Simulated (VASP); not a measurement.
# Sb (Pm-3m) in VASP: a series of runs

The runs below take Sb through single point, relaxation of cell and atoms, with r2SCAN.

All numbers are computed with VASP 6.6.1; they aren't measurements. Logs are shortened: lines on timing, memory, paths and dates and some standing lists are left out, and cuts for length are marked.

### Step 1. The cell of the first run

It takes space group Pm-3m (No. 221, cubic). The conventional cell has a = 3.088 Å, b = 3.088 Å, c = 3.088 Å, α = 90.00°, β = 90.00°, γ = 90.00°. Within 4.1 Å of Sb (site symmetry m-3m) lie 6 Sb at 3.09 Å.

### Step 2. Single point, r2SCAN

Contents of POSCAR:

```
Sb
1.0
    3.0881924932      0.0000000000      0.0000000000
    0.0000000000      3.0881924932      0.0000000000
    0.0000000000      0.0000000000      3.0881924932
Sb
1
Direct
    0.0000000000      0.0000000000      0.0000000000
```

Contents of INCAR.step1:

```
SYSTEM = Sb
PREC = Accurate ; ENCUT = 520
ISMEAR = 0 ; SIGMA = 0.1
LREAL = .FALSE. ; LASPH = .TRUE.
NELM = 80 ; NBANDS = 8
GGA = PE ; ALGO = Normal
EDIFF = 1E-4 ; LWAVE = .TRUE.
LCHARG = .FALSE.
```

Contents of INCAR.step2:

```
SYSTEM = Sb
PREC = Accurate ; ENCUT = 520
EDIFF = 1E-7 ; ISMEAR = 0
SIGMA = 0.1 ; LREAL = .FALSE.
LASPH = .TRUE. ; NELM = 80
ALGO = Normal ; ISIF = 2
LWAVE = .FALSE. ; LCHARG = .FALSE.
METAGGA = R2SCAN ; LMIXTAU = .TRUE.
NBANDS = 8 ; ISTART = 1
```

Contents of KPOINTS:

```
regular mesh
0
G
  18 18 18
  0 0 0
```

Potentials or basis: VASP PAW PBE potentials, release 64 (Sb).

The run is started by

```bash
cat potpaw_PBE.64/Sb/POTCAR > POTCAR
cp INCAR.step1 INCAR
mpirun -np 1 vasp_std > vasp.out
cp INCAR.step2 INCAR
mpirun -np 1 vasp_std > vasp.out
```

OUTCAR:

```text
SYSTEM = Sb
   PREC = Accurate
   ENCUT = 520
   EDIFF = 1E-7
   ISMEAR = 0
   LREAL = .FALSE.
   LASPH = .TRUE.
   NELM = 80
   ISIF = 2
   METAGGA = R2SCAN
   ISTART = 1

 ion  position               nearest neighbor table
   1  0.000  0.000  0.000-

  LATTYP: Found a simple cubic cell.
 ALAT       =     3.0881924932

  Lattice vectors:

 A1 = (   3.0881924932,   0.0000000000,   0.0000000000)
 A2 = (   0.0000000000,   3.0881924932,   0.0000000000)
 A3 = (   0.0000000000,   0.0000000000,   3.0881924932)

Analysis of symmetry for initial positions (statically):
=====================================================================
 Subroutine PRICEL returns:
 Original cell was already a primitive cell.

 Routine SETGRP: Setting up the symmetry group for a
 simple cubic supercell.

 Subroutine GETGRP returns: Found 48 space group operations
 (whereof 48 operations were pure point group operations)
 out of a pool of 48 trial point group operations.

The static configuration has the point symmetry O_h .

Analysis of symmetry for dynamics (positions and initial velocities):
=====================================================================
 Subroutine PRICEL returns:
 Original cell was already a primitive cell.

 Routine SETGRP: Setting up the symmetry group for a
 simple cubic supercell.

 Subroutine GETGRP returns: Found 48 space group operations
 (whereof 48 operations were pure point group operations)
 out of a pool of 48 trial point group operations.

The dynamic configuration has the point symmetry O_h .

 Subroutine INISYM returns: Found 48 space group operations
 (whereof 48 operations are pure point group operations),
 and found     1 'primitive' translations

----------------------------------------------------------------------------------------

                                     Primitive cell

  volume of cell :      29.4519

  direct lattice vectors                    reciprocal lattice vectors
     3.088192493  0.000000000  0.000000000     0.323814012  0.000000000  0.000000000
     0.000000000  3.088192493  0.000000000     0.000000000  0.323814012  0.000000000
     0.000000000  0.000000000  3.088192493     0.000000000  0.000000000  0.323814012

  length of vectors
     3.088192493  3.088192493  3.088192493     0.323814012  0.323814012  0.323814012

  position of ions in fractional coordinates (direct lattice)
     0.000000000  0.000000000  0.000000000

  ion indices of the primitive-cell ions
   primitive index   ion index
                 1           1

----------------------------------------------------------------------------------------

 KPOINTS: regular mesh

Automatic generation of k-mesh.
 Grid dimensions read from file:
 generate k-points for:   18   18   18

 Generating k-lattice:

  Cartesian coordinates                     Fractional coordinates (reciprocal lattice)
     0.017989667  0.000000000  0.000000000     0.055555556  0.000000000  0.000000000
     0.000000000  0.017989667  0.000000000     0.000000000  0.055555556  0.000000000
     0.000000000  0.000000000  0.017989667     0.000000000  0.000000000  0.055555556

  Length of vectors
     0.017989667  0.017989667  0.017989667

  Shift w.r.t. Gamma in fractional coordinates (k-lattice)
     0.000000000  0.000000000  0.000000000

 Subroutine IBZKPT returns following result:
 ===========================================

 Found    220 irreducible k-points:

 Following reciprocal coordinates:
            Coordinates               Weight
  0.000000  0.000000  0.000000      1.000000
  0.055556  0.000000  0.000000      6.000000
  0.111111  0.000000  0.000000      6.000000
  0.166667  0.000000  0.000000      6.000000
  0.222222  0.000000  0.000000      6.000000
  0.277778  0.000000  0.000000      6.000000
[... 16 lines left out ...]
  0.277778  0.111111  0.000000     24.000000
  0.333333  0.111111  0.000000     24.000000
 [... further k-points ...]
   k-points           NKPTS =    220   k-points in BZ     NKDIM =    220   number of bands    NBANDS=      8
   number of dos      NEDOS =    301   number of ions     NIONS =      1
   total plane-waves  NPLWV =  13824
   dimension x,y,z NGX =    24 NGY =   24 NGZ =   24
   dimension x,y,z NGXF=    48 NGYF=   48 NGZF=   48
   ions per type =               1
   NGX,Y,Z   is equivalent  to a cutoff of  12.92, 12.92, 12.92 a.u.
   NGXF,Y,Z  is equivalent  to a cutoff of  25.84, 25.84, 25.84 a.u.
 SYSTEM =  Sb
   PREC   = accura    normal or accurate (medium, high low for compatibility)
   ISTART =      1    job   : 0-new  1-cont  2-samecut
   ICHARG =      0    charge: 1-file 2-atom 10-const
   ISPIN  =      1    spin polarized calculation?
   LNONCOLLINEAR =      F non collinear calculations
   LSORBIT =      F    spin-orbit coupling
   LASPH  =      T    aspherical Exc in radial PAW
   ENCUT  =  520.0 eV  38.22 Ry    6.18 a.u.   5.74  5.74  5.74*2*pi/ulx,y,z
   NELM   =     80;   NELMIN=  2; NELMDL=  0     # of ELM steps
   EDIFF  = 0.1E-06   stopping-criterion for ELM
   LREAL  =      F    real-space projection
   EDIFFG = 0.1E-05   stopping-criterion for IOM
   NSW    =      0    number of steps for IOM
   IBRION =     -1    ionic relax: 0-MD 1-quasi-New 2-CG
   NFREE  =      0    steps in history (QN), initial steepest desc. (CG)
   ISIF   =      2    stress and relaxation
   ISYM   =      2    0-nonsym 1-usesym 2-fastsym
   POTIM  = 0.5000    time-step for ionic-motion
   TEBEG  =    0.0;   TEEND  =   0.0 temperature during run
   PSTRESS=    0.0 pullay stress
   NELECT =       5.0000    total number of electrons
   NUPDOWN=      -1.0000    fix difference up-down
   EMIN   =  10.00;   EMAX   =-10.00  energy-range for DOS
   EFERMI =   0.00;   METHOD = LEGACY
   ISMEAR =     0;   SIGMA  =   0.10  broadening in eV -4-tet -1-fermi 0-gaus
   EFERMI_NEDOS =   21; number of points for ismear=-14 and -15
   IALGO  =     38    algorithm
   IMIX   =      4    mixing-type and parameters
     AMIX     =   0.40;   BMIX     =  1.00
     AMIX_MAG =   1.60;   BMIX_MAG =  1.00
  volume/ion in A,a.u.               =      29.45       198.75
  Fermi-wavevector in a.u.,A,eV,Ry     =   0.906485  1.713008 11.180104  0.821714
  Thomas-Fermi vector in A             =   2.030178
   LORBIT       =      0    0 simple, 1 ext, 2 COOP (PROOUT), +10 PAW based schemes
   METAGGA = R2SCAN    functional components
   LHFCALC =     F    Hartree Fock is set to
   AEXX    =    0.0000 exact exchange contribution
   IVDW    =     0    specifies the selected vdW correction
   LEPSILON=     F    determine dielectric tensor
   LRPA    =     F    only Hartree local field effects (RPA)
 non-spin polarized calculation
 Gauss-broadening in eV      SIGMA  =   0.10
  energy-cutoff  :      520.00
  volume of cell :       29.45
 maximum number of plane-waves:       840
 NGX is ok and might be reduce to    24
   NGX = 11   NGY = 11   NGZ = 11

 number of electron       4.9999999 magnetization

 Free energy of the ion-electron system (eV)
  ---------------------------------------------------
  ext. energy  EPLUGINS =         0.00000000
  ---------------------------------------------------
  free energy    TOTEN  =       -25.64169275 eV

  energy without entropy =      -25.63899332  energy(sigma->0) =      -25.64034304

 E-fermi :   7.2582     XC(G=0): -10.1660

 val. band max:        7.2507487065   @ k =   0.1667   0.0000   0.0000
 cond. band min:       7.2619783683   @ k =   0.4444   0.2778   0.2222
 fundamental gap:      0.0112296618
 Fermi energy:         7.2582417452

 k-point     1 :       0.0000    0.0000    0.0000
  band No.  band energies     occupation
      1      -5.8552      2.00000
      2      10.6976      0.00000
      3      10.6976      0.00000
      4      10.6976      0.00000
      5      14.4802      0.00000
      6      14.4802      0.00000
      7      16.4491      0.00000
      8      25.7474      0.00000

 k-point     2 :       0.0556    0.0000    0.0000
  band No.  band energies     occupation
      1      -5.8072      2.00000
      2      10.0425      0.00000
      3      10.7453      0.00000
      4      10.7453      0.00000
      5      14.5174      0.00000
      6      14.9628      0.00000
      7      16.7228      0.00000
      8      25.2911      0.00000

 k-point     3 :       0.1111    0.0000    0.0000
  band No.  band energies     occupation
      1      -5.6641      2.00000
      2       8.7139      0.00000
      3      10.8865      0.00000
      4      10.8865      0.00000
      5      14.6285      0.00000
      6      15.5820      0.00000
      7      17.7315      0.00000
      8      24.3929      0.00000

 k-point     4 :       0.1667    0.0000    0.0000
  band No.  band energies     occupation
      1      -5.4282      2.00000
      2       7.2507      1.08439
      3      11.1147      0.00000
      4      11.1147      0.00000
      5      14.8122      0.00000
      6      15.9645      0.00000
      7      19.2920      0.00000
      8      23.3944      0.00000

 k-point     5 :       0.2222    0.0000    0.0000
  band No.  band energies     occupation
      1      -5.1048      2.00000
      2       5.8144      2.00000
      3      11.4177      0.00000
      4      11.4177      0.00000
      5      15.0650      0.00000
      6      16.3122      0.00000
      7      20.9812      0.00000
      8      22.3943      0.00000
[... 177 lines left out ...]
 k-point    22 :       0.2222    0.1111    0.0000
  band No.  band energies     occupation
      1      -4.9132      2.00000
      2       5.9910      2.00000
      3       9.4537      0.00000
      4      11.6086      0.00000
      5      15.7234      0.00000
      6      17.8428      0.00000
      7      19.9749      0.00000
      8      21.4906      0.00000

 k-point    23 :       0.2778    0.1111    0.0000
  band No.  band energies     occupation
      1      -4.5123      2.00000
      2       4.6482      2.00000
      3       9.8176      0.00000
      4      11.9678      0.00000
      5      16.0589      0.00000
      6      17.8747      0.00000
      7      19.4255      0.00000
      8      21.5801      0.00000

 k-point    24 :       0.3333    0.1111    0.0000
  band No.  band energies     occupation
      1      -4.0554      2.00000
      2       3.4409      2.00000
      3      10.2174      0.00000
      4      12.3507      0.00000
      5      16.4356      0.00000
      6      17.4597      0.00000
      7      19.3046      0.00000
      8      20.7300      0.00000

 [... further k-points ...]

------------------------ aborting loop because EDIFF is reached ----------------------------------------

  FORCE on cell =-STRESS in cart. coord.  units (eV):
  Direction    XX          YY          ZZ          XY          YZ          ZX
  --------------------------------------------------------------------------------------
  -------------------------------------------------------------------------------------
  Total       -0.0046355     -0.0046355     -0.0046355     -0.0000000     -0.0000000      0.0000000
  in kB       -0.2521693     -0.2521693     -0.2521693     -0.0000000     -0.0000000      0.0000000
  external PRESSURE =      -0.2521693 kB  Pullay stress =       0.0000000 kB

 VOLUME and BASIS-vectors are now :
 -----------------------------------------------------------------------------
  energy-cutoff  :      520.00
  volume of cell :       29.45
      direct lattice vectors                 reciprocal lattice vectors
     3.088192493  0.000000000  0.000000000     0.323814012  0.000000000  0.000000000
     0.000000000  3.088192493  0.000000000     0.000000000  0.323814012  0.000000000
     0.000000000  0.000000000  3.088192493     0.000000000  0.000000000  0.323814012

 POSITION                                       TOTAL-FORCE (eV/Angst)
 -----------------------------------------------------------------------------------
      0.00000      0.00000      0.00000         0.000000      0.000000      0.000000
 -----------------------------------------------------------------------------------
    total drift:                               -0.000000     -0.000000      0.000000

  FREE ENERGIE OF THE ION-ELECTRON SYSTEM (eV)
  ---------------------------------------------------
  free  energy   TOTEN  =       -25.6416927541 eV

  energy  without entropy=      -25.6389933190  energy(sigma->0) =      -25.64034304
```

Wall time 60 s (1 thread of Intel Xeon Platinum 8488C (Sapphire Rapids), shared host); peak memory 0.18 GiB.

What came out:

| Item | Value |
| --- | --- |
| Free energy | -25.6417 eV |
| Pressure | 0.0 GPa |

Levels at points of the mesh, in eV from the Fermi level:
| k point | band 1 | band 2 | band 3 | band 4 | band 5 | band 6 |
| --- | --- | --- | --- | --- | --- | --- |
| (0.00, 0.00, 0.00) | -13.11 | 3.44 | 3.44 | 3.44 | 7.22 | 7.22 |
| (0.50, 0.00, 0.00) | -10.49 | -5.99 | 5.62 | 5.62 | 9.33 | 11.34 |
| (0.50, 0.50, 0.00) | -7.66 | -3.88 | -3.88 | 2.40 | 7.88 | 13.57 |
| (0.50, 0.50, 0.50) | -4.41 | -1.87 | -1.87 | -1.87 | 5.12 | 5.12 |

Caveat: the PAW data sets were made with another functional, which shifts forces and pressure a little; spin-orbit coupling is left out, which moves the levels of the heavy elements.

### Step 3. Single point, r2SCAN

Contents of POSCAR:

```
Sb
1.0
    3.0892089083      0.0000000000      0.0000000000
    0.0000000000      3.0892089083      0.0000000000
    0.0000000000      0.0000000000      3.0892089083
Sb
1
Direct
    0.0000000000      0.0000000000      0.0000000000
```

Contents of INCAR.step1:

```
PREC = Accurate
ENCUT = 520
ISMEAR = -1
SIGMA = 0.15
LREAL = F
LASPH = T
NELM = 100
NBANDS = 8
GGA = PE
ALGO = Normal
EDIFF = 1E-4
LWAVE = T
LCHARG = F
```

Contents of INCAR.step2:

```
PREC = Accurate
ENCUT = 520
EDIFF = 1E-6
ISMEAR = -1
SIGMA = 0.15
LREAL = F
LASPH = T
NELM = 100
ALGO = Normal
ISIF = 2
LWAVE = F
LCHARG = F
METAGGA = R2SCAN
LMIXTAU = T
NBANDS = 8
ISTART = 1
```

Contents of KPOINTS:

```
regular mesh
0
Gamma
  18 18 18
```

Potentials or basis: VASP PAW PBE potentials, release 64 (Sb).

The run is started by

```bash
cat potpaw_PBE.64/Sb/POTCAR > POTCAR
cp INCAR.step1 INCAR
mpirun -np 1 vasp_std > vasp.out
cp INCAR.step2 INCAR
mpirun -np 1 vasp_std > vasp.out
```

Run time: 50 s. Hardware: 1 thread of Intel Xeon Platinum 8488C (Sapphire Rapids), shared host; peak memory 0.18 GiB.

Results (log left out):

| Item | Value |
| --- | --- |
| Free energy | -25.6585 eV |
| Pressure | 0.0 GPa |

Levels at points of the mesh, in eV from the Fermi level:
```
           k point  band 1  band 2  band 3  band 4  band 5  band 6  band 7  band 8
(0.00, 0.00, 0.00)  -13.08    3.46    3.46    3.46    7.24    7.24    9.21   18.50
(0.50, 0.00, 0.00)  -10.47   -5.97    5.63    5.63    9.35   11.36   12.01   12.01
(0.50, 0.50, 0.00)   -7.64   -3.86   -3.86    2.42    7.89   13.59   13.96   13.96
(0.50, 0.50, 0.50)   -4.40   -1.85   -1.85   -1.85    5.14    5.14    5.14    7.51
```

Caveat: the PAW data sets were made with another functional, which shifts forces and pressure a little; spin-orbit coupling is left out, which moves the levels of the heavy elements.

[end of part 1 of 2]
